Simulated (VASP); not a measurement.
# CdSe (F-43m) in VASP: notebook

The runs below take CdSe through single point, with PBE, HSE06.

All numbers are computed with VASP 6.6.1; they aren't measurements. Logs are shortened: lines on timing, memory, paths and dates and some standing lists are left out, and cuts for length are marked.

**1. The cell of the first run**

It takes space group F-43m (No. 216, cubic). The conventional cell has a = 6.136 Å, b = 6.136 Å, c = 6.136 Å, α = 90.00°, β = 90.00°, γ = 90.00°. Within 3.5 Å of Cd (site symmetry -43m) lie 4 Se at 2.66 Å. Se (site symmetry -43m) has 4 Cd at 2.66 Å within 3.5 Å.

**2. Single point, PBE**

Contents of INCAR:

```
SYSTEM = CdSe
PREC     = Accurate       ! precision mode
ENCUT    = 520            ! plane-wave cutoff, eV
EDIFF    = 1E-7           ! SCF threshold, eV
ISMEAR   = 0              ! smearing method
SIGMA    = 0.01           ! smearing width, eV
LREAL    = .FALSE.        ! projectors in reciprocal space
LASPH    = .TRUE.         ! aspherical terms in the spheres
NELM     = 100            ! most SCF steps
ALGO     = Normal         ! electronic algorithm
ISIF     = 2              ! what is computed and relaxed
LWAVE    = .FALSE.        ! write WAVECAR
LCHARG   = .FALSE.        ! write CHGCAR
GGA      = PE             ! functional
ISYM     = 0            
NBANDS   = 16             ! bands
```

Contents of KPOINTS:

```
Automatic mesh
0
G
  6 6 6
  0 0 0
```

Contents of POSCAR:

```
CdSe
1.0
    0.0000000000      3.0678017004      3.0678017004
    3.0678017004      0.0000000000      3.0678017004
    3.0678017004      3.0678017004      0.0000000000
Cd Se
1 1
Direct
    0.0000000000      0.0000000000      0.0000000000
    0.7500000000      0.7500000000      0.7500000000
```

Potentials or basis: VASP PAW PBE potentials, release 64 (Cd, Se).

The run is started by

```
cat potpaw_PBE.64/Cd/POTCAR potpaw_PBE.64/Se/POTCAR > POTCAR
mpirun -np 1 vasp_std > vasp.out
```

OUTCAR:

```text
SYSTEM = CdSe
   PREC = Accurate
   ENCUT = 520
   EDIFF = 1E-7
   ISMEAR = 0
   LREAL = .FALSE.
   LASPH = .TRUE.
   NELM = 100
   ISIF = 2
   GGA = PE
   ISYM = 0

 ion  position               nearest neighbor table
   1  0.000  0.000  0.000-   2 2.66   2 2.66   2 2.66   2 2.66
   2  0.750  0.750  0.750-   1 2.66   1 2.66   1 2.66   1 2.66

IMPORTANT INFORMATION: All symmetrisations will be switched off!
NOSYMM: (Re-)initialisation of all symmetry stuff for point group C_1.

----------------------------------------------------------------------------------------

                                     Primitive cell

  volume of cell :      57.7447

  direct lattice vectors                    reciprocal lattice vectors
     0.000000000  3.067801700  3.067801700    -0.162983155  0.162983155  0.162983155
     3.067801700  0.000000000  3.067801700     0.162983155 -0.162983155  0.162983155
     3.067801700  3.067801700  0.000000000     0.162983155  0.162983155 -0.162983155

  length of vectors
     4.338526771  4.338526771  4.338526771     0.282295105  0.282295105  0.282295105

  position of ions in fractional coordinates (direct lattice)
     0.000000000  0.000000000  0.000000000
     0.750000000  0.750000000  0.750000000

  ion indices of the primitive-cell ions
   primitive index   ion index
                 1           1
                 2           2

----------------------------------------------------------------------------------------

 KPOINTS: Automatic mesh

Automatic generation of k-mesh.
 Grid dimensions read from file:
 generate k-points for:    6    6    6

 Generating k-lattice:

  Cartesian coordinates                     Fractional coordinates (reciprocal lattice)
    -0.027163859  0.027163859  0.027163859     0.166666667  0.000000000  0.000000000
     0.027163859 -0.027163859  0.027163859     0.000000000  0.166666667  0.000000000
     0.027163859  0.027163859 -0.027163859     0.000000000  0.000000000  0.166666667

  Length of vectors
     0.047049184  0.047049184  0.047049184

  Shift w.r.t. Gamma in fractional coordinates (k-lattice)
     0.000000000  0.000000000  0.000000000

 Subroutine IBZKPT returns following result:
 ===========================================

 Found    112 irreducible k-points:

 Following reciprocal coordinates:
            Coordinates               Weight
  0.000000  0.000000  0.000000      1.000000
  0.166667  0.000000  0.000000      2.000000
  0.000000  0.166667  0.000000      2.000000
  0.000000  0.000000  0.166667      2.000000
  0.166667  0.166667  0.166667      2.000000
  0.333333  0.000000  0.000000      2.000000
[... 16 lines left out ...]
  0.166667 -0.166667 -0.166667      2.000000
  0.333333  0.333333  0.166667      2.000000
 [... further k-points ...]
   k-points           NKPTS =    112   k-points in BZ     NKDIM =    112   number of bands    NBANDS=     16
   number of dos      NEDOS =    301   number of ions     NIONS =      2
   total plane-waves  NPLWV =  32768
   dimension x,y,z NGX =    32 NGY =   32 NGZ =   32
   dimension x,y,z NGXF=    64 NGYF=   64 NGZF=   64
   ions per type =               1   1
   NGX,Y,Z   is equivalent  to a cutoff of  12.26, 12.26, 12.26 a.u.
   NGXF,Y,Z  is equivalent  to a cutoff of  24.52, 24.52, 24.52 a.u.
 SYSTEM =  CdSe
   PREC   = accura    normal or accurate (medium, high low for compatibility)
   ISTART =      0    job   : 0-new  1-cont  2-samecut
   ICHARG =      2    charge: 1-file 2-atom 10-const
   ISPIN  =      1    spin polarized calculation?
   LNONCOLLINEAR =      F non collinear calculations
   LSORBIT =      F    spin-orbit coupling
   LASPH  =      T    aspherical Exc in radial PAW
   ENCUT  =  520.0 eV  38.22 Ry    6.18 a.u.   8.07  8.07  8.07*2*pi/ulx,y,z
   NELM   =    100;   NELMIN=  2; NELMDL= -5     # of ELM steps
   EDIFF  = 0.1E-06   stopping-criterion for ELM
   LREAL  =      F    real-space projection
   EDIFFG = 0.1E-05   stopping-criterion for IOM
   NSW    =      0    number of steps for IOM
   IBRION =     -1    ionic relax: 0-MD 1-quasi-New 2-CG
   NFREE  =      0    steps in history (QN), initial steepest desc. (CG)
   ISIF   =      2    stress and relaxation
   ISYM   =      0    0-nonsym 1-usesym 2-fastsym
   POTIM  = 0.5000    time-step for ionic-motion
   TEBEG  =    0.0;   TEEND  =   0.0 temperature during run
   PSTRESS=    0.0 pullay stress
   NELECT =      18.0000    total number of electrons
   NUPDOWN=      -1.0000    fix difference up-down
   EMIN   =  10.00;   EMAX   =-10.00  energy-range for DOS
   EFERMI =   0.00;   METHOD = LEGACY
   ISMEAR =     0;   SIGMA  =   0.01  broadening in eV -4-tet -1-fermi 0-gaus
   EFERMI_NEDOS =   21; number of points for ismear=-14 and -15
   IALGO  =     38    algorithm
   IMIX   =      4    mixing-type and parameters
     AMIX     =   0.40;   BMIX     =  1.00
     AMIX_MAG =   1.60;   BMIX_MAG =  1.00
  volume/ion in A,a.u.               =      28.87       194.84
  Fermi-wavevector in a.u.,A,eV,Ry     =   1.110014  2.097622 16.764155  1.232131
  Thomas-Fermi vector in A             =   2.246560
   LORBIT       =      0    0 simple, 1 ext, 2 COOP (PROOUT), +10 PAW based schemes
   GGA     = PE    functional components
   LHFCALC =     F    Hartree Fock is set to
   AEXX    =    0.0000 exact exchange contribution
   IVDW    =     0    specifies the selected vdW correction
   LEPSILON=     F    determine dielectric tensor
   LRPA    =     F    only Hartree local field effects (RPA)
 non-spin polarized calculation
 Gauss-broadening in eV      SIGMA  =   0.01
  energy-cutoff  :      520.00
  volume of cell :       57.74
 maximum number of plane-waves:      1588
   NGX = 17   NGY = 17   NGZ = 17

 number of electron      18.0000008 magnetization

 Free energy of the ion-electron system (eV)
  ---------------------------------------------------
  ext. energy  EPLUGINS =         0.00000000
  ---------------------------------------------------
  free energy    TOTEN  =        -5.48511417 eV

  energy without entropy =       -5.48511417  energy(sigma->0) =       -5.48511417

 E-fermi :   0.7917     XC(G=0):  -8.7654

 val. band max:        0.7408581703   @ k =   0.0000   0.0000   0.0000
 cond. band min:       1.2938542319   @ k =   0.0000   0.0000   0.0000
 fundamental gap:      0.5529960617
 Fermi energy:         0.7917334138

 k-point     1 :       0.0000    0.0000    0.0000
  band No.  band energies     occupation
      1     -11.7085      2.00000
      2      -7.1122      2.00000
      3      -7.1122      2.00000
      4      -7.1122      2.00000
      5      -6.7655      2.00000
      6      -6.7655      2.00000
[... 8 lines left out ...]
     15      11.7787      0.00000
     16      11.7787      0.00000

 k-point     2 :       0.1667    0.0000    0.0000
  band No.  band energies     occupation
      1     -11.6221      2.00000
      2      -7.0854      2.00000
      3      -7.0854      2.00000
      4      -7.0270      2.00000
      5      -6.7662      2.00000
      6      -6.7662      2.00000
[... 8 lines left out ...]
     15      10.8358      0.00000
     16      11.2031      0.00000

 k-point     3 :       0.0000    0.1667    0.0000
  band No.  band energies     occupation
      1     -11.6221      2.00000
      2      -7.0854      2.00000
      3      -7.0854      2.00000
      4      -7.0270      2.00000
      5      -6.7662      2.00000
      6      -6.7662      2.00000
[... 8 lines left out ...]
     15      10.8358      0.00000
     16      11.2031      0.00000

 k-point     4 :       0.0000    0.0000    0.1667
  band No.  band energies     occupation
      1     -11.6221      2.00000
      2      -7.0854      2.00000
      3      -7.0854      2.00000
      4      -7.0270      2.00000
      5      -6.7662      2.00000
      6      -6.7662      2.00000
[... 8 lines left out ...]
     15      10.8358      0.00000
     16      11.2031      0.00000

 k-point     5 :       0.1667    0.1667    0.1667
  band No.  band energies     occupation
      1     -11.6221      2.00000
      2      -7.0854      2.00000
      3      -7.0854      2.00000
      4      -7.0270      2.00000
      5      -6.7662      2.00000
      6      -6.7662      2.00000
[... 8 lines left out ...]
     15      10.8358      0.00000
     16      11.2031      0.00000

 k-point     6 :       0.3333    0.0000    0.0000
  band No.  band energies     occupation
      1     -11.4468      2.00000
      2      -7.0408      2.00000
      3      -7.0408      2.00000
      4      -6.7562      2.00000
      5      -6.7562      2.00000
      6      -6.7434      2.00000
[... 8 lines left out ...]
     15      11.2512      0.00000
     16      11.2512      0.00000

 k-point     7 :       0.0000    0.3333    0.0000
  band No.  band energies     occupation
      1     -11.4468      2.00000
      2      -7.0408      2.00000
      3      -7.0408      2.00000
      4      -6.7562      2.00000
      5      -6.7562      2.00000
      6      -6.7434      2.00000
[... 8 lines left out ...]
     15      11.2512      0.00000
     16      11.2512      0.00000

 k-point     8 :       0.0000    0.0000    0.3333
  band No.  band energies     occupation
      1     -11.4468      2.00000
      2      -7.0408      2.00000
      3      -7.0408      2.00000
      4      -6.7562      2.00000
      5      -6.7562      2.00000
      6      -6.7434      2.00000
[... 8 lines left out ...]
     15      11.2512      0.00000
     16      11.2512      0.00000

 k-point     9 :       0.3333    0.3333    0.3333
  band No.  band energies     occupation
      1     -11.4468      2.00000
      2      -7.0408      2.00000
      3      -7.0408      2.00000
      4      -6.7562      2.00000
      5      -6.7562      2.00000
      6      -6.7434      2.00000
[... 8 lines left out ...]
     15      11.2512      0.00000
     16      11.2512      0.00000
[... 172 lines left out ...]
 k-point    19 :       0.1667    0.0000    0.3333
  band No.  band energies     occupation
      1     -11.4485      2.00000
      2      -7.0259      2.00000
      3      -7.0056      2.00000
      4      -6.8663      2.00000
      5      -6.7401      2.00000
      6      -6.7393      2.00000
[... 8 lines left out ...]
     15      12.1785      0.00000
     16      12.4974      0.00000

 k-point    20 :       0.1667    0.1667   -0.1667
  band No.  band energies     occupation
      1     -11.4485      2.00000
      2      -7.0259      2.00000
      3      -7.0056      2.00000
      4      -6.8663      2.00000
      5      -6.7401      2.00000
      6      -6.7393      2.00000
[... 8 lines left out ...]
     15      12.1785      0.00000
     16      12.4974      0.00000

 k-point    21 :       0.3333    0.1667    0.3333
  band No.  band energies     occupation
      1     -11.4485      2.00000
      2      -7.0259      2.00000
      3      -7.0056      2.00000
      4      -6.8663      2.00000
      5      -6.7401      2.00000
      6      -6.7393      2.00000
[... 8 lines left out ...]
     15      12.1785      0.00000
     16      12.4974      0.00000

 k-point    22 :       0.1667    0.3333    0.0000
  band No.  band energies     occupation
      1     -11.4485      2.00000
      2      -7.0259      2.00000
      3      -7.0056      2.00000
      4      -6.8663      2.00000
      5      -6.7401      2.00000
      6      -6.7393      2.00000
[... 8 lines left out ...]
     15      12.1785      0.00000
     16      12.4974      0.00000

 k-point    23 :       0.1667   -0.1667   -0.1667
  band No.  band energies     occupation
      1     -11.4485      2.00000
      2      -7.0259      2.00000
      3      -7.0056      2.00000
      4      -6.8663      2.00000
      5      -6.7401      2.00000
      6      -6.7393      2.00000
[... 8 lines left out ...]
     15      12.1785      0.00000
     16      12.4974      0.00000

 k-point    24 :       0.3333    0.3333    0.1667
  band No.  band energies     occupation
      1     -11.4485      2.00000
      2      -7.0259      2.00000
      3      -7.0056      2.00000
      4      -6.8663      2.00000
      5      -6.7401      2.00000
      6      -6.7393      2.00000
[... 8 lines left out ...]
     15      12.1785      0.00000
     16      12.4974      0.00000

 [... further k-points ...]

------------------------ aborting loop because EDIFF is reached ----------------------------------------

  FORCE on cell =-STRESS in cart. coord.  units (eV):
  Direction    XX          YY          ZZ          XY          YZ          ZX
  --------------------------------------------------------------------------------------
  -------------------------------------------------------------------------------------
  Total        0.6133319      0.6133316      0.6133310      0.0000084      0.0000125      0.0000086
  in kB       17.0174433     17.0174341     17.0174180      0.0002329      0.0003462      0.0002379
  external PRESSURE =      17.0174318 kB  Pullay stress =       0.0000000 kB

 VOLUME and BASIS-vectors are now :
 -----------------------------------------------------------------------------
  energy-cutoff  :      520.00
  volume of cell :       57.74
      direct lattice vectors                 reciprocal lattice vectors
     0.000000000  3.067801700  3.067801700    -0.162983155  0.162983155  0.162983155
     3.067801700  0.000000000  3.067801700     0.162983155 -0.162983155  0.162983155
     3.067801700  3.067801700  0.000000000     0.162983155  0.162983155 -0.162983155

 POSITION                                       TOTAL-FORCE (eV/Angst)
 -----------------------------------------------------------------------------------
      0.00000      0.00000      0.00000         0.000002      0.000001      0.000002
      4.60170      4.60170      4.60170        -0.000002     -0.000001     -0.000002
 -----------------------------------------------------------------------------------
    total drift:                               -0.000003     -0.000003     -0.000003

  FREE ENERGIE OF THE ION-ELECTRON SYSTEM (eV)
  ---------------------------------------------------
  free  energy   TOTEN  =        -5.4851141748 eV

  energy  without entropy=       -5.4851141748  energy(sigma->0) =       -5.48511417
```

Run time: 49 s. Hardware: 1 thread of Intel Xeon Platinum 8488C (Sapphire Rapids), shared host; peak memory 0.25 GiB.

Results:

```
Free energy            : -5.4851 eV
Pressure               : 1.7 GPa
Band gap on the k mesh : 0.55 eV, direct
```

**3. Single point, PBE**

Contents of INCAR:

```
SYSTEM = CdSe
PREC     = Accurate       ! precision mode
ENCUT    = 500            ! plane-wave cutoff, eV
EDIFF    = 1E-6           ! SCF threshold, eV
ISMEAR   = 0              ! smearing method
SIGMA    = 0.01           ! smearing width, eV
LREAL    = .False.        ! projectors in reciprocal space
LASPH    = .True.         ! aspherical terms in the spheres
NELM     = 120            ! most SCF steps
ALGO     = Normal         ! electronic algorithm
ISIF     = 2              ! what is computed and relaxed
LWAVE    = .False.        ! write WAVECAR
LCHARG   = .False.        ! write CHGCAR
GGA      = PE             ! functional
NBANDS   = 16             ! bands
GGA_COMPAT= .False.
```

Contents of KPOINTS:

```
Automatic mesh
0
Gamma
  4 4 4
  0 0 0
```

POSCAR is that of step 2.

Potentials or basis: VASP PAW PBE potentials, release 64 (Cd, Se).

The run is started by

```
cat potpaw_PBE.64/Cd/POTCAR potpaw_PBE.64/Se/POTCAR > POTCAR
mpirun -np 1 vasp_std > vasp.out
```

It took 13 s on 1 thread of Intel Xeon 8259CL, shared host; peak memory 0.17 GiB.

It converged, with:

- Free energy: -5.4418 eV
- Pressure: 1.9 GPa
- Band gap on the k mesh: 0.54 eV, direct

Levels at points of the mesh, in eV from the valence-band top:
```tsv
k point	band 5	band 6	band 7	band 8	band 9	band 10	band 11	band 12	band 13	band 14
(0.00, 0.00, 0.00)	-7.53	-7.53	0.00	0.00	0.00	0.54	5.91	5.91	5.91	9.67
(0.50, 0.00, 0.00)	-7.51	-7.26	-4.25	-0.71	-0.71	2.34	6.42	6.42	7.34	9.96
(0.50, 0.50, 0.00)	-7.48	-7.19	-3.98	-1.77	-1.77	3.17	3.72	8.99	10.05	10.05
```

Caveat: the k points lie up to 0.44 Å⁻¹ apart. A hybrid or GW would open this gap; PBE tends to underestimate it.

**4. Single point, PBE**

Contents of INCAR:

```
  PREC = Accurate
  ENCUT = 500
  EDIFF = 1E-6
  ISMEAR = 0
  SIGMA = 0.01
  LREAL = F
  LASPH = T
  NELM = 120
  ALGO = Normal
  ISIF = 2
  LWAVE = F
  LCHARG = T
  GGA = PE
  LELF = T
  LVHAR = T
  NBANDS = 16
  GGA_COMPAT = F
```

Contents of KPOINTS:

```
Automatic mesh
0
Gamma
  4 4 4
```

POSCAR is that of step 3.

The run is started by

```
cat potpaw_PBE.64/Cd/POTCAR potpaw_PBE.64/Se/POTCAR > POTCAR
mpirun -np 1 vasp_std > vasp.out
```

Wall time 16 s (1 thread of Intel Xeon 8259CL, shared host); peak memory 0.17 GiB.

The run converged. Its results:

| Quantity | Value |
| --- | --- |
| Free energy | -5.4418 eV |
| Pressure | 1.9 GPa |
| Band gap on the k mesh | 0.54 eV, direct |

Levels at points of the mesh, in eV from the valence-band top:
| k point | band 7 | band 8 | band 9 | band 10 | band 11 | band 12 |
| --- | --- | --- | --- | --- | --- | --- |
| (0.00, 0.00, 0.00) | 0.00 | 0.00 | 0.00 | 0.54 | 5.91 | 5.91 |
| (0.50, 0.00, 0.00) | -4.25 | -0.71 | -0.71 | 2.34 | 6.42 | 6.42 |
| (0.50, 0.50, 0.00) | -3.98 | -1.77 | -1.77 | 3.17 | 3.72 | 8.99 |

Caveat: the k points lie up to 0.44 Å⁻¹ apart.

[end of part 1 of 2]
